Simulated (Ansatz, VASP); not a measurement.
## C: VASP beside Ansatz

```
C
1.0
     2.49851    0.00000    0.00000
    -1.24925    2.16377    0.00000
     0.00000    0.00000    3.47165
C
2
Direct
  0.33333 0.66667 0.00000
  0.66667 0.33333 0.00000
```

Alike in both runs: task single point; functional PBE; dispersion D3(BJ); k mesh 30 × 30 × 18; occupations gaussian, width 0.15 eV; no spin polarisation.

```csv
,VASP,Ansatz
version,VASP 6.6.1,Ansatz 0.2.0
potentials or method,"VASP PAW PBE potentials, release 64 (C), cutoff 520 eV","scalar-relativistic, plane waves, PAW"
valence electrons in the cell,8,8
```

```tsv
	VASP	Ansatz	Ansatz less VASP
gap on the k mesh at the Fermi level (eV)	none	none	-
pressure (GPa)	-10.1	-10.5	-0.40
traceless stress, the component that is largest in VASP (GPa)	11.16	11.64	+0.472
```

A gap of «none» marks a metal or a gap that the smearing closes.
